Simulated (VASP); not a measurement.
Input of a VASP 6.6.1 run:

File INCAR:

```
PREC = Accurate
ENCUT = 520
EDIFF = 1E-6
ISMEAR = 0
SIGMA = 0.02
LREAL = F
LASPH = T
NELM = 200
ALGO = Normal
ISIF = 2
LWAVE = F
LCHARG = F
ISPIN = 2
MAGMOM = 0 0 0 0 0 0 0 0 0.08 0.08 0.08 0.08 0 0 0.08 0.08 0.08 0.08 0.05 0.08 0.08 0.08 0.08
LORBIT = 11
GGA = PE
NELECT = 183.0
NBANDS = 114
GGA_COMPAT = F
KPAR = 2
NCORE = 2
```

KPOINTS

```
Automatic mesh
0
Gamma
  2 2 2
```

The input POSCAR:

```
Ca8F15
1.0
    0.0000000000      5.4632090000      5.4632090000
    5.4632090000      0.0000000000      5.4632090000
    5.4632090000      5.4632090000      0.0000000000
Ca F
8 15
Direct
   -0.0106381616      0.0105993565     -0.0004417733
    0.0047127979     -0.0076484352      0.5010062767
    0.0010253131      0.5007479121     -0.0021178944
    0.0010298892      0.5007488273      0.4994171923
    0.5012374595     -0.0001111069      0.0201396286
    0.5012342563     -0.0001210827      0.4778170669
    0.5114036457      0.4873584371      0.0001612605
    0.4932725437      0.4990252066      0.5033913218
    0.1365534432      0.1126226363      0.1157155071
    0.3790525861      0.3729085781      0.3739985968
    0.1365116180      0.1126569567      0.6342072031
    0.3790778460      0.3728758135      0.8731402185
    0.1429633206      0.6438784421      0.1061157463
    0.3715235862      0.8672642764      0.3801461742
    0.1239432722      0.6223915285      0.6263619056
    0.5458118113      1.0659196820      0.6937514197
    0.6300819720      0.1276073275      0.1206963709
    0.8653557827      0.3652793624      0.3842169501
    0.8786863179      0.3771893039      0.8715910374
    0.6133647825      0.6360648110      0.1138122301
    0.8718429956      0.8802281772      0.3770332601
    0.6133949845      0.6360243586      0.6358619998
    0.8718111462      0.8802576471      0.8699893231
```

Potentials or basis: VASP PAW PBE potentials, release 64 (Ca_sv, F).

The run is started by

```bash
$ cat potpaw_PBE.64/Ca_sv/POTCAR potpaw_PBE.64/F/POTCAR > POTCAR
$ mpirun -np 4 vasp_std > vasp.out
```

**Question.** What does it give for the net moment?

**Answer.** -0.61 μB per cell.

**Question.** Estimate the largest force.

**Answer.** 0.461 eV/Å.

**Question.** Predict the site moments.

**Answer.** Ca +0.00; F -0.07, -0.06, -0.05, +0.01, -0.03, -0.04, +0.05, -0.01 (each value once) μB.

Forces on the atoms (eV/Å):
```
Ca  -0.017  0.019 -0.067
Ca   0.052 -0.052 -0.061
Ca   0.034  0.035 -0.001
Ca  -0.034 -0.035 -0.001
Ca  -0.057 -0.069  0.008
Ca   0.073  0.063  0.010
Ca   0.024 -0.025 -0.065
Ca  -0.053  0.054 -0.066
F   -0.021 -0.012 -0.019
F    0.000 -0.049 -0.018
F    0.010  0.022 -0.018
F    0.050 -0.002 -0.018
F    0.002 -0.003 -0.006
F    0.004 -0.002 -0.042
F    0.005 -0.004 -0.019
F   -0.038  0.026  0.458
F    0.006 -0.004 -0.028
F   -0.003  0.003  0.034
F    0.003 -0.002 -0.010
F   -0.005 -0.011 -0.020
F   -0.046 -0.001 -0.016
F    0.012  0.003 -0.019
F   -0.001  0.048 -0.015
```

Caveat: the k points lie up to 0.50 Å⁻¹ apart; the cell carries a net charge on a neutralising background, which shifts energy and pressure.
